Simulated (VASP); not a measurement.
A run of VASP 6.6.1 is set up as follows.

File INCAR:

```
SYSTEM = LiTi2P3
PREC = Accurate ; ENCUT = 520
EDIFF = 1E-7 ; ISMEAR = 0
SIGMA = 0.1 ; LREAL = .FALSE.
LASPH = .TRUE. ; NELM = 80
ALGO = Normal ; ISIF = 2
LWAVE = .FALSE. ; LCHARG = .FALSE.
GGA = PE ; NBANDS = 30
```

Contents of KPOINTS:

```
Automatic mesh
0
G
  12 12 4
  0 0 0
```

File POSCAR:

```
LiTi2P3
1.0
    3.5162363154      0.0000000000      0.0000000000
   -1.7581181577      3.0451499748      0.0000000000
    0.0000000000      0.0000000000      9.1629189473
Li Ti P
1 2 3
Direct
    0.0000000000      0.0000000000      0.0000000000
    0.3333333333      0.6666666667      0.3376851520
    0.6666666667      0.3333333333      0.6623148480
    0.3333333333      0.6666666667      0.8151369958
    0.6666666667      0.3333333333      0.1848630042
    0.0000000000      0.0000000000      0.5000000000
```

Potentials or basis: VASP PAW PBE potentials, release 64 (Li_sv, Ti_sv, P).

Launch:

```console
$ cat potpaw_PBE.64/Li_sv/POTCAR potpaw_PBE.64/Ti_sv/POTCAR potpaw_PBE.64/P/POTCAR > POTCAR
$ mpirun -np 1 vasp_std > vasp.out
```

(1) Predict the band gap on the k mesh.

(2) Predict the largest force.

## Answers

(1) zero (bands 21 and 22 overlap by 0.90 eV).

(2) 0.005 eV/Å.
